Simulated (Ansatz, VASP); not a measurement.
**Two plane-wave programs on MgZnO4**

```
Mg Zn O
1.0
     3.32861   -3.39591    0.00000
     3.32861    3.39591    0.00000
     0.00000    0.00000    3.14424
Mg Zn O
1 1 4
Direct
  0.50000 0.50000 0.50000
  0.00000 0.00000 0.00000
  0.30640 0.69360 0.00000
  0.69360 0.30640 0.00000
  0.19810 0.19810 0.50000
  0.80190 0.80190 0.50000
```

Change from the starting cell: species swapped into the TaCrO4 type (Cmmm, No. 65).

Alike in both runs: task single point; functional PBE; k mesh 4 × 4 × 6; occupations gaussian, width 0.1 eV; collinear spin.

|  | VASP | Ansatz |
| --- | --- | --- |
| version | VASP 6.6.1 | Ansatz 0.2.0 |
| potentials or method | VASP PAW PBE potentials, release 64 (Mg, Zn, O), cutoff 520 eV | scalar-relativistic, plane waves, PAW |
| valence electrons in the cell | 38 | 46 |

|  | VASP | Ansatz | Ansatz less VASP |
| --- | --- | --- | --- |
| gap on the k mesh at the Fermi level (eV) | none | none | - |
| pressure (GPa) | -5.1 | -0.7 | +4.45 |
| traceless stress, the component that is largest in VASP (GPa) | -3.92 | -3.98 | -0.065 |
| rms of the force components (eV/Å) | 0.232 | 0.224 | -0.0079 |
| net moment per atom (μB) | 0.00 | 0.67 | +0.667 |
| size of the moment on the site where the two differ most (μB) | 0.00 | 0.88 | +0.882 |

The net moments are unlike, so the other rows may belong to different states. Site moments also hang on the region over which each program counts them. Atom by atom the forces differ by 0.129 eV/Å (rms over components). A gap of «none» marks a metal or a gap that the smearing closes. VASP's potentials hold 38 valence electrons a cell and Ansatz's 46, so a difference there can come from the potentials and not from the codes.
